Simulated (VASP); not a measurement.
Wanted: the native input for a VASP 6.6.1 run.

| Quantity | Value |
| --- | --- |
| Task | single point |
| Functional | PBE |
| Potentials or basis | VASP PAW PBE potentials, release 64 (Ga_d, N) |
| Cutoff | 520 eV |
| k mesh | 1 × 1 × 1, shifted |
| Occupations | fermi-dirac, width 0.05 eV |
| Spin | no spin polarisation |
| Dipole correction | no |
| Further INCAR settings | ALGO = Normal; EDIFF = 1e-07; NBANDS = 76; ISYM = 0 |

The structure of GaN lies in POSCAR:

```
GaN
1.0
    5.4688290000     -0.0987570000     -0.2611840000
   -0.0987570000      5.7463480000     -0.0120910000
   -0.2611840000     -0.0120910000      5.5829250000
Ga N
7 7
Direct
    0.1138360312      0.9700972790      0.9394139445
    0.5706285200      0.4472248941      0.3372190090
    0.8608766686      0.9640856393      0.3880562557
    0.0740855473      0.4858436982      0.1951448919
    0.6054119963      0.6713257439      0.8489515669
    0.6396829368      0.1904687469      0.8977367430
    0.0809118050      0.4543983016      0.6336253843
    0.9199453666      0.1674952735      0.1264647467
    0.4361494552      0.4262274009      0.6944140885
    0.2657432580      0.8679726876      0.3296758500
    0.4347217738      0.9466106024      0.4537361402
    0.9751989104      0.6538795468      0.8926232055
    0.4535870911      0.9180359721     -0.0603530114
    0.9510943009      0.1559785350      0.6693178845
```

One way to write it, as run:

INCAR

```
SYSTEM = GaN
  PREC = Accurate
  ENCUT = 520
  EDIFF = 1E-7
  ISMEAR = -1
  SIGMA = 0.05
  LREAL = .False.
  LASPH = .True.
  NELM = 60
  ALGO = Normal
  ISIF = 2
  LWAVE = .False.
  LCHARG = .True.
  GGA = PE
  LELF = .True.
  LVHAR = .True.
  ISYM = 0
  NBANDS = 76
```

KPOINTS

```
Automatic mesh
0
Gamma
  1 1 1
  0.25 0.25 0.25
```

Potentials or basis: VASP PAW PBE potentials, release 64 (Ga_d, N).

The run is started by

```console
$ cat potpaw_PBE.64/Ga_d/POTCAR potpaw_PBE.64/N/POTCAR > POTCAR
$ mpirun -np 1 vasp_std > vasp.out
```

Results of the run:

| Property | Result |
| --- | --- |
| Pressure | 6.7 GPa |
| Largest force | 2.238 eV/Å |
| Band gap on the k mesh | 1.33 eV |

Caveat: the k points lie up to 1.15 Å⁻¹ apart; the standard files for N, O and F lose accuracy on very short bonds.

It took 27 s on 1 thread of Intel(R) Xeon(R) 6975P-C (Granite Rapids), on a shared host, peak memory 0.26 GiB.
